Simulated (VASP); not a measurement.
# TePb (Fm-3m) in VASP: notebook

The runs below take TePb through single point, with PBE+D4, PBE, LDA.

Program: VASP 6.6.1. These are calculated values, not measurements. Logs are shortened: lines on timing, memory, paths and dates and some standing lists are left out, and cuts for length are marked.

## 1. The cell of the first run

It takes space group Fm-3m (No. 225, cubic). Conventional cell: a = 6.536 Å, b = 6.536 Å, c = 6.536 Å, α = 90.00°, β = 90.00°, γ = 90.00°. Pb (site symmetry m-3m) has 6 Te at 3.27 Å within 4.3 Å. Within 4.3 Å of Te (site symmetry m-3m) lie 6 Pb at 3.27 Å.

## 2. Single point, PBE+D4

Input file INCAR:

```
  PREC = Accurate
  ENCUT = 520
  EDIFF = 1E-7
  ISMEAR = 0
  SIGMA = 0.01
  LREAL = False
  LASPH = True
  NELM = 100
  ALGO = Normal
  ISIF = 2
  LWAVE = False
  LCHARG = True
  GGA = PE
  IVDW = 13
  LELF = True
  LVHAR = True
  NBANDS = 17
```

Input file KPOINTS:

```
Automatic mesh
0
Gamma
  6 6 6
```

Input file POSCAR:

```
TePb
1.0
    0.0000000000      3.2678368418      3.2678368418
    3.2678368418      0.0000000000      3.2678368418
    3.2678368418      3.2678368418      0.0000000000
Pb Te
1 1
Direct
    0.0000000000      0.0000000000      0.0000000000
    0.5000000000      0.5000000000      0.5000000000
```

Potentials or basis: VASP PAW PBE potentials, release 64 (Pb_d, Te).

Started as:

```console
$ cat potpaw_PBE.64/Pb_d/POTCAR potpaw_PBE.64/Te/POTCAR > POTCAR
$ mpirun -np 1 vasp_std > vasp.out
```

OUTCAR:

```text
PREC = Accurate
   ENCUT = 520
   EDIFF = 1E-7
   ISMEAR = 0
   LREAL = False
   LASPH = True
   NELM = 100
   ISIF = 2
   GGA = PE
   IVDW = 13

 ion  position               nearest neighbor table
   1  0.000  0.000  0.000-   2 3.27   2 3.27   2 3.27   2 3.27   2 3.27   2 3.27
   2  0.500  0.500  0.500-   1 3.27   1 3.27   1 3.27   1 3.27   1 3.27   1 3.27

  LATTYP: Found a face centered cubic cell.
 ALAT       =     6.5356736836

  Lattice vectors:

 A1 = (   0.0000000000,   3.2678368418,   3.2678368418)
 A2 = (   3.2678368418,   0.0000000000,   3.2678368418)
 A3 = (   3.2678368418,   3.2678368418,   0.0000000000)

Analysis of symmetry for initial positions (statically):
=====================================================================
 Subroutine PRICEL returns:
 Original cell was already a primitive cell.

 Routine SETGRP: Setting up the symmetry group for a
 face centered cubic supercell.

 Subroutine GETGRP returns: Found 48 space group operations
 (whereof 48 operations were pure point group operations)
 out of a pool of 48 trial point group operations.

The static configuration has the point symmetry O_h .

Analysis of symmetry for dynamics (positions and initial velocities):
=====================================================================
 Subroutine PRICEL returns:
 Original cell was already a primitive cell.

 Routine SETGRP: Setting up the symmetry group for a
 face centered cubic supercell.

 Subroutine GETGRP returns: Found 48 space group operations
 (whereof 48 operations were pure point group operations)
 out of a pool of 48 trial point group operations.

The dynamic configuration has the point symmetry O_h .

 Subroutine INISYM returns: Found 48 space group operations
 (whereof 48 operations are pure point group operations),
 and found     1 'primitive' translations

----------------------------------------------------------------------------------------

                                     Primitive cell

  volume of cell :      69.7929

  direct lattice vectors                    reciprocal lattice vectors
     0.000000000  3.267836842  3.267836842    -0.153006415  0.153006415  0.153006415
     3.267836842  0.000000000  3.267836842     0.153006415 -0.153006415  0.153006415
     3.267836842  3.267836842  0.000000000     0.153006415  0.153006415 -0.153006415

  length of vectors
     4.621419181  4.621419181  4.621419181     0.265014885  0.265014885  0.265014885

  position of ions in fractional coordinates (direct lattice)
     0.000000000  0.000000000  0.000000000
     0.500000000  0.500000000  0.500000000

  ion indices of the primitive-cell ions
   primitive index   ion index
                 1           1
                 2           2

----------------------------------------------------------------------------------------

 KPOINTS: Automatic mesh

Automatic generation of k-mesh.
 Grid dimensions read from file:
 generate k-points for:    6    6    6

 Generating k-lattice:

  Cartesian coordinates                     Fractional coordinates (reciprocal lattice)
    -0.025501069  0.025501069  0.025501069     0.166666667  0.000000000  0.000000000
     0.025501069 -0.025501069  0.025501069     0.000000000  0.166666667  0.000000000
     0.025501069  0.025501069 -0.025501069     0.000000000  0.000000000  0.166666667

  Length of vectors
     0.044169147  0.044169147  0.044169147

  Shift w.r.t. Gamma in fractional coordinates (k-lattice)
     0.000000000  0.000000000  0.000000000

 Subroutine IBZKPT returns following result:
 ===========================================

 Found     16 irreducible k-points:

 Following reciprocal coordinates:
            Coordinates               Weight
  0.000000  0.000000  0.000000      1.000000
  0.166667  0.000000  0.000000      8.000000
  0.333333  0.000000  0.000000      8.000000
  0.500000  0.000000  0.000000      4.000000
  0.166667  0.166667  0.000000      6.000000
  0.333333  0.166667  0.000000     24.000000
[... 8 lines left out ...]
 -0.333333  0.333333  0.166667     24.000000
 -0.333333  0.500000  0.166667     12.000000
   k-points           NKPTS =     16   k-points in BZ     NKDIM =     16   number of bands    NBANDS=     17
   number of dos      NEDOS =    301   number of ions     NIONS =      2
   total plane-waves  NPLWV =  46656
   dimension x,y,z NGX =    36 NGY =   36 NGZ =   36
   dimension x,y,z NGXF=    72 NGYF=   72 NGZF=   72
   ions per type =               1   1
   NGX,Y,Z   is equivalent  to a cutoff of  12.95, 12.95, 12.95 a.u.
   NGXF,Y,Z  is equivalent  to a cutoff of  25.90, 25.90, 25.90 a.u.
 SYSTEM =  unknown system
   PREC   = accura    normal or accurate (medium, high low for compatibility)
   ISTART =      0    job   : 0-new  1-cont  2-samecut
   ICHARG =      2    charge: 1-file 2-atom 10-const
   ISPIN  =      1    spin polarized calculation?
   LNONCOLLINEAR =      F non collinear calculations
   LSORBIT =      F    spin-orbit coupling
   LASPH  =      T    aspherical Exc in radial PAW
   ENCUT  =  520.0 eV  38.22 Ry    6.18 a.u.   8.59  8.59  8.59*2*pi/ulx,y,z
   NELM   =    100;   NELMIN=  2; NELMDL= -5     # of ELM steps
   EDIFF  = 0.1E-06   stopping-criterion for ELM
   LREAL  =      F    real-space projection
   EDIFFG = 0.1E-05   stopping-criterion for IOM
   NSW    =      0    number of steps for IOM
   IBRION =     -1    ionic relax: 0-MD 1-quasi-New 2-CG
   NFREE  =      0    steps in history (QN), initial steepest desc. (CG)
   ISIF   =      2    stress and relaxation
   ISYM   =      2    0-nonsym 1-usesym 2-fastsym
   POTIM  = 0.5000    time-step for ionic-motion
   TEBEG  =    0.0;   TEEND  =   0.0 temperature during run
   PSTRESS=    0.0 pullay stress
   NELECT =      20.0000    total number of electrons
   NUPDOWN=      -1.0000    fix difference up-down
   EMIN   =  10.00;   EMAX   =-10.00  energy-range for DOS
   EFERMI =   0.00;   METHOD = LEGACY
   ISMEAR =     0;   SIGMA  =   0.01  broadening in eV -4-tet -1-fermi 0-gaus
   EFERMI_NEDOS =   21; number of points for ismear=-14 and -15
   IALGO  =     38    algorithm
   IMIX   =      4    mixing-type and parameters
     AMIX     =   0.40;   BMIX     =  1.00
     AMIX_MAG =   1.60;   BMIX_MAG =  1.00
  volume/ion in A,a.u.               =      34.90       235.49
  Fermi-wavevector in a.u.,A,eV,Ry     =   1.079314  2.039608 15.849680  1.164919
  Thomas-Fermi vector in A             =   2.215276
   LORBIT       =      0    0 simple, 1 ext, 2 COOP (PROOUT), +10 PAW based schemes
   GGA     = PE    functional components
   LHFCALC =     F    Hartree Fock is set to
   AEXX    =    0.0000 exact exchange contribution
   IVDW    =    13    specifies the selected vdW correction
   LEPSILON=     F    determine dielectric tensor
   LRPA    =     F    only Hartree local field effects (RPA)
 non-spin polarized calculation
 Gauss-broadening in eV      SIGMA  =   0.01
  energy-cutoff  :      520.00
  volume of cell :       69.79
 maximum number of plane-waves:      1895
 NGX is ok and might be reduce to    36
   NGX = 17   NGY = 17   NGZ = 17

 number of electron      20.0000002 magnetization

 Free energy of the ion-electron system (eV)
  ---------------------------------------------------
  ext. energy  EPLUGINS =         0.00000000
  ---------------------------------------------------
  free energy    TOTEN  =        -7.52184226 eV

  energy without entropy =       -7.52184226  energy(sigma->0) =       -7.52184226

 E-fermi :   5.2336     XC(G=0):  -9.1483

 val. band max:        5.1867897806   @ k =   0.5000   0.0000   0.0000
 cond. band min:       5.9903175685   @ k =   0.5000   0.0000   0.0000
 fundamental gap:      0.8035277879
 Fermi energy:         5.2335502913

 k-point     1 :       0.0000    0.0000    0.0000
  band No.  band energies     occupation
      1     -11.4791      2.00000
      2     -11.4791      2.00000
      3     -11.4724      2.00000
      4     -11.4724      2.00000
      5     -11.4724      2.00000
      6      -6.5496      2.00000
[... 9 lines left out ...]
     16      11.0659      0.00000
     17      12.6637      0.00000

 k-point     2 :       0.1667    0.0000    0.0000
  band No.  band energies     occupation
      1     -11.4819      2.00000
      2     -11.4819      2.00000
      3     -11.4717      2.00000
      4     -11.4689      2.00000
      5     -11.4689      2.00000
      6      -6.3247      2.00000
[... 9 lines left out ...]
     16      11.5591      0.00000
     17      14.1242      0.00000

 k-point     3 :       0.3333    0.0000    0.0000
  band No.  band energies     occupation
      1     -11.4884      2.00000
      2     -11.4884      2.00000
      3     -11.4706      2.00000
      4     -11.4612      2.00000
      5     -11.4612      2.00000
      6      -5.7146      2.00000
[... 9 lines left out ...]
     16      12.8876      0.00000
     17      16.0230      0.00000

 k-point     4 :       0.5000    0.0000    0.0000
  band No.  band energies     occupation
      1     -11.4917      2.00000
      2     -11.4917      2.00000
      3     -11.4700      2.00000
      4     -11.4572      2.00000
      5     -11.4572      2.00000
      6      -5.2022      2.00000
[... 9 lines left out ...]
     16      14.4443      0.00000
     17      14.4443      0.00000
[... 183 lines left out ...]
      1     -11.5065      2.00000
      2     -11.4805      2.00000
      3     -11.4721      2.00000
      4     -11.4589      2.00000
      5     -11.4560      2.00000
      6      -5.2832      2.00000
[... 9 lines left out ...]
     16      14.2587      0.00000
     17      14.6957      0.00000

 k-point    15 :      -0.3333    0.3333    0.1667
  band No.  band energies     occupation
      1     -11.5091      2.00000
      2     -11.4828      2.00000
      3     -11.4660      2.00000
      4     -11.4640      2.00000
      5     -11.4529      2.00000
      6      -4.9377      2.00000
[... 9 lines left out ...]
     16      15.4341      0.00000
     17      15.5912      0.00000

 k-point    16 :      -0.3333    0.5000    0.1667
  band No.  band energies     occupation
      1     -11.5198      2.00000
      2     -11.4767      2.00000
      3     -11.4734      2.00000
      4     -11.4579      2.00000
      5     -11.4499      2.00000
      6      -4.8808      2.00000
[... 9 lines left out ...]
     16      15.7784      0.00000
     17      16.5853      0.00000

------------------------ aborting loop because EDIFF is reached ----------------------------------------

  DFT-D4 for vdW energy calculation

  Edisp (eV):   -0.84954

  FORCE on cell =-STRESS in cart. coord.  units (eV):
  Direction    XX          YY          ZZ          XY          YZ          ZX
  --------------------------------------------------------------------------------------
  -------------------------------------------------------------------------------------
  Total      -0.41073    -0.41073    -0.41073     0.00000     0.00000    -0.00000
  in kB      -9.42873    -9.42873    -9.42873     0.00000     0.00000    -0.00000
  external pressure =       -9.43 kB  Pullay stress =        0.00 kB

 VOLUME and BASIS-vectors are now :
 -----------------------------------------------------------------------------
  energy-cutoff  :      520.00
  volume of cell :       69.79
      direct lattice vectors                 reciprocal lattice vectors
     0.000000000  3.267836842  3.267836842    -0.153006415  0.153006415  0.153006415
     3.267836842  0.000000000  3.267836842     0.153006415 -0.153006415  0.153006415
     3.267836842  3.267836842  0.000000000     0.153006415  0.153006415 -0.153006415

 POSITION                                       TOTAL-FORCE (eV/Angst)
 -----------------------------------------------------------------------------------
      0.00000      0.00000      0.00000         0.000000      0.000000      0.000000
      3.26784      3.26784      3.26784         0.000000      0.000000     -0.000000
 -----------------------------------------------------------------------------------
    total drift:                               -0.000000      0.000000      0.000000

  FREE ENERGIE OF THE ION-ELECTRON SYSTEM (eV)
  ---------------------------------------------------
  free  energy   TOTEN  =        -8.3713865034 eV

  energy  without entropy=       -8.3713865034  energy(sigma->0) =       -8.37138650
```

Run time: 11 s. Hardware: 1 thread of Intel Xeon 6975P-C (Granite Rapids), shared host; peak memory 0.2 GiB.

Results:

```yaml
Free_energy: -8.3714 eV
Pressure: -0.9 GPa
Band_gap_on_the_k_mesh: 0.80 eV, direct
Dispersion_energy_per_atom: -0.425 eV
```

Caveat: spin-orbit coupling is left out, which moves the levels of the heavy elements. A k mesh can miss the band edges.

## 3. Single point, PBE

Input file INCAR:

```
PREC = Accurate
ENCUT = 520
EDIFF = 1E-6
ISMEAR = 0
SIGMA = 0.01
LREAL = F
LASPH = T
NELM = 100
ALGO = Normal
ISIF = 2
LWAVE = F
LCHARG = T
GGA = PE
LELF = T
LVHAR = T
ISYM = 0
NBANDS = 17
```

Input file KPOINTS:

```
Automatic mesh
0
Gamma
  6 6 6
  0 0 0.5
```

POSCAR is that of step 2.

Potentials or basis: VASP PAW PBE potentials, release 64 (Pb_d, Te).

Started as:

```console
$ cat potpaw_PBE.64/Pb_d/POTCAR potpaw_PBE.64/Te/POTCAR > POTCAR
$ mpirun -np 1 vasp_std > vasp.out
```

It took 2.5 min on 1 thread of Intel Xeon 6975P-C (Granite Rapids), shared host; peak memory 0.62 GiB.

It converged, with:

* Free energy: -7.5212 eV
* Pressure: 0.5 GPa
* Band gap on the k mesh: 1.14 eV, direct

Levels at points of the mesh, in eV from the valence-band top:
| k point | band 6 | band 7 | band 8 | band 9 | band 10 | band 11 | band 12 | band 13 | band 14 | band 15 |
| --- | --- | --- | --- | --- | --- | --- | --- | --- | --- | --- |
| (0.00, 0.00, 0.08) | -11.56 | -5.73 | -1.07 | -1.07 | -0.99 | 3.78 | 3.89 | 3.89 | 5.90 | 6.13 |

Caveat: spin-orbit coupling is left out, which moves the levels of the heavy elements. A k mesh can miss the band edges.

## 4. Single point, PBE

Input file INCAR:

```
ALGO = Normal
EDIFF = 1E-6
ENCUT = 500
GGA = PE
GGA_COMPAT = False
ISIF = 2
ISMEAR = 0
LASPH = True
LCHARG = True
LELF = True
LREAL = False
LVHAR = True
LWAVE = False
NBANDS = 17
NELM = 120
PREC = Accurate
SIGMA = 0.01
```

Input file KPOINTS:

```
k-points
0
Gamma
  2 2 2
```

POSCAR is that of step 3.

Started as:

```console
$ cat potpaw_PBE.64/Pb_d/POTCAR potpaw_PBE.64/Te/POTCAR > POTCAR
$ mpirun -np 1 vasp_std > vasp.out
```

Wall time 16 s (1 thread of Intel Xeon 8259CL, shared host); peak memory 0.2 GiB.

It converged, with:

| Item | Value |
| --- | --- |
| Free energy | -5.9515 eV |
| Pressure | 7.2 GPa |
| Band gap on the k mesh | 0.65 eV, direct |

Levels at points of the mesh, in eV from the valence-band top:
```csv
k point,band 8,band 9,band 10,band 11,band 12,band 13
"(0.00, 0.00, 0.00)",-1.14,-1.14,-1.14,3.83,3.83,3.83
"(0.50, 0.00, 0.00)",-0.63,-0.63,0.00,0.65,1.08,1.08
"(0.50, 0.50, 0.00)",-4.28,-2.61,-2.61,3.32,5.25,5.25
```

Caveat: the k points lie up to 0.83 Å⁻¹ apart; spin-orbit coupling is left out, which moves the levels of the heavy elements.

## 5. Single point, LDA

Input file INCAR:

```
SYSTEM = TePb
  PREC = Accurate
  ENCUT = 500
  EDIFF = 1E-6
  ISMEAR = 0
  SIGMA = 0.01
  LREAL = .False.
  LASPH = .True.
  NELM = 120
  ALGO = Normal
  ISIF = 2
  LWAVE = .False.
  LCHARG = .True.
  LELF = .True.
  LVHAR = .True.
  NBANDS = 17
  GGA_COMPAT = .False.
```

Input file KPOINTS:

```
regular mesh
0
Gamma
  2 2 2
  0 0 0
```

POSCAR is that of step 4.

Potentials or basis: VASP PAW LDA potentials, release 64 (Pb_d, Te).

Started as:

```console
$ cat potpaw_LDA.64/Pb_d/POTCAR potpaw_LDA.64/Te/POTCAR > POTCAR
$ mpirun -np 1 vasp_std > vasp.out
```

Run time: 14 s. Hardware: 1 thread of Intel Xeon 8259CL, shared host; peak memory 0.17 GiB.

It converged, with:

```yaml
Free_energy: -7.0893 eV
Pressure: 3.7 GPa
Band_gap_on_the_k_mesh: 0.50 eV, direct
```

Levels at points of the mesh, in eV from the valence-band top:
```
           k point  band 7  band 8  band 9  band 10  band 11  band 12  band 13  band 14
(0.00, 0.00, 0.00)   -5.89   -1.14   -1.14    -1.14     3.72     3.72     3.72     5.72
(0.50, 0.00, 0.00)   -8.83   -0.60   -0.60     0.00     0.50     0.97     0.97     8.18
(0.50, 0.50, 0.00)   -7.62   -4.32   -2.63    -2.63     3.23     5.14     5.14     6.42
```

Caveat: the k points lie up to 0.83 Å⁻¹ apart; spin-orbit coupling is left out, which moves the levels of the heavy elements.

## 6. Summary

| level | potentials or basis | k mesh | cutoff (eV) | gap on the mesh (eV) | pressure (GPa) |
| --- | --- | --- | --- | --- | --- |
| PBE+D4 | VASP PAW PBE potentials, release 64 (Pb_d, Te) | 6 × 6 × 6 | 520 | 0.80 | -0.9 |
| PBE | VASP PAW PBE potentials, release 64 (Pb_d, Te) | 6 × 6 × 6, shifted | 520 | 1.14 | 0.5 |
| PBE | VASP PAW PBE potentials, release 64 (Pb_d, Te) | 2 × 2 × 2 | 500 | 0.65 | 7.2 |
| LDA | VASP PAW LDA potentials, release 64 (Pb_d, Te) | 2 × 2 × 2 | 500 | 0.50 | 3.7 |

Alike in all rows: task single point; no spin polarisation; cell as given; smearing gaussian 0.01 eV.

Caveats: some runs use coarse meshes; spin-orbit coupling is left out, which moves the levels of the heavy elements.

Total energies depend on the potentials used, so only differences within one code and one set of settings carry meaning.
